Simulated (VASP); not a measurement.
The system is PbO.

```xyz
4
Lattice="3.9900 0.0000 0.0000 0.0000 3.9900 0.0000 0.0000 0.0000 5.0100" Properties=species:S:1:pos:R:3 pbc="T T T"
Pb    0.0000    1.9950    1.2024
Pb    1.9950    0.0000    3.8076
O     0.0000    0.0000    0.0000
O     1.9950    1.9950    0.0000
```

```yaml
Program: VASP 6.6.1
Task: relaxation of cell and atoms
Functional: PBE
Potentials_or_basis: VASP PAW PBE potentials, release 64 (Pb_d, O)
Cutoff: 600 eV
k_mesh: 8 × 8 × 6
Occupations: fermi-dirac, width 0.02 eV
Spin: no spin polarisation
```

At the start: pressure 3.0 GPa; volume 19.94 Å³/atom.

**Question.** How do energy, volume and symmetry change on relaxing?

**Answer.** Over 11 steps the energy falls by 17.3 meV/atom and the volume is 22.68 Å³/atom (+13.7 %); space group P4/nmm (No. 129, to 0.1 Å) before and after.

Step by step:
```tsv
step	energy change (eV)	largest force (eV/Å)	pressure (GPa)	volume (Å³)
1	0.0000	0.0261	3.01	79.76
2	-0.0216	0.6142	-1.27	84.16
3	-0.0277	0.4177	0.00	82.71
4	-0.0403	0.2446	0.05	83.57
5	-0.0463	0.0240	0.14	84.74
6	-0.0499	0.0282	0.08	85.24
7	-0.0586	0.0380	-0.08	86.73
8	-0.0677	0.0500	-0.22	89.68
9	-0.0688	0.0551	-0.27	90.89
10	-0.0573	0.3696	1.70	89.61
11	-0.0691	0.0026	0.02	90.71
```

Final structure:
```cif
data_structure
_symmetry_space_group_name_H-M 'P 1'
_symmetry_Int_Tables_number 1
_cell_length_a 4.0586
_cell_length_b 4.0586
_cell_length_c 5.5068
_cell_angle_alpha 90.000
_cell_angle_beta 90.000
_cell_angle_gamma 90.000
_cell_volume 90.71
loop_
_atom_site_label
_atom_site_type_symbol
_atom_site_fract_x
_atom_site_fract_y
_atom_site_fract_z
_atom_site_occupancy
Pb1 Pb 0.00000 0.50000 0.21619 1
Pb2 Pb 0.50000 0.00000 0.78381 1
O1 O 0.00000 0.00000 0.00000 1
O2 O 0.50000 0.50000 0.00000 1
```
